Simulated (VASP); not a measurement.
Zn2InO: relaxation of cell and atoms with PBE

Crystal: Zn2InO.

```
Zn In O
1.0
     4.34330    0.00000    0.00000
     0.00000    4.34330    0.00000
     0.00000    0.00000    3.28182
Zn In O
2 1 1
Cartesian
  0.0000 2.1717 1.6409
  2.1717 0.0000 1.6409
  0.0000 0.0000 0.0000
  2.1717 2.1717 1.6409
```

```
Program                : VASP 6.6.1
Task                   : relaxation of cell and atoms
Functional             : PBE
Potentials or basis    : VASP PAW PBE potentials, release 64 (Zn, In_d, O)
Cutoff                 : 600 eV
k mesh                 : 4 × 4 × 6
Occupations            : gaussian, width 0.1 eV
Spin                   : no spin polarisation
Dipole correction      : no
Further INCAR settings : ALGO = Normal; EDIFF = 1e-06; IBRION = 2; EDIFFG = -0.04; NSW = 90; ISIF = 3
```

```json
{
  "Relaxed volume": "18.03 Å³/atom",
  "Relaxed cell": "a = 4.148 Å, b = 4.148 Å, c = 4.190 Å, α = 90.00°, β = 90.00°, γ = 90.00°",
  "Space group after relaxing (to 0.05 Å)": "P4/mmm (No. 123)",
  "Energy gained by relaxing": "145.2 meV/atom",
  "Ionic steps": "7",
  "Pressure after relaxing": "-0.1 GPa"
}
```

Stress tensor (GPa, compression positive):
```
-0.29  0.00  0.00
 0.00 -0.29  0.00
 0.00  0.00  0.32
```

The path:
```
step  energy change (eV)  largest force (eV/Å)  pressure (GPa)  volume (Å³)
   1              0.0000                0.0000            6.41        61.91
   2             -0.2498                0.0000            0.33        67.57
   3             -0.3057                0.0000           -3.10        72.11
   4             -0.4834                0.0000           -1.62        71.54
   5             -0.5734                0.0000            1.40        70.29
   6             -0.5739                0.0000            1.12        70.37
   7             -0.5807                0.0000           -0.09        72.11
```

Final structure:
```
Zn In O
1.0
     4.14830    0.00000    0.00000
     0.00000    4.14830    0.00000
     0.00000    0.00000    4.19012
Zn In O
2 1 1
Direct
  0.00000 0.50000 0.50000
  0.50000 0.00000 0.50000
  0.00000 0.00000 0.00000
  0.50000 0.50000 0.50000
```

Levels at points of the mesh, in eV from the Fermi level:
```csv
k point,band 18,band 19,band 20,band 21,band 22,band 23,band 24,band 25
"(0.00, 0.00, 0.00)",-5.16,-5.16,-3.62,0.86,1.14,1.78,1.78,2.29
"(0.50, 0.00, 0.00)",-4.42,-3.39,-2.90,-2.47,1.33,1.49,4.28,4.88
"(0.50, 0.50, 0.00)",-5.40,-5.40,-2.50,0.20,0.20,3.45,3.67,4.53
"(0.00, 0.00, 0.50)",-5.00,-5.00,-4.35,-2.40,1.77,3.43,3.43,3.97
"(0.50, 0.00, 0.50)",-4.61,-4.39,-3.82,-1.07,-0.57,-0.18,4.16,4.20
"(0.50, 0.50, 0.50)",-4.75,-3.24,-2.97,-2.80,-1.34,-1.34,2.56,2.56
```

It took 2.1 min on 1 thread of Intel(R) Xeon(R) Platinum 8488C (Sapphire Rapids) (shared host), peak memory 0.22 GiB.

Caveat: the k points lie up to 0.38 Å⁻¹ apart in the final cell; the volume moved by over 15 % at a fixed basis, so the end points are rough; spin-orbit coupling is left out, which moves the levels of the heavy elements; an odd number of electrons without spin polarisation forces a metal; a magnetic or distorted state may lie lower.
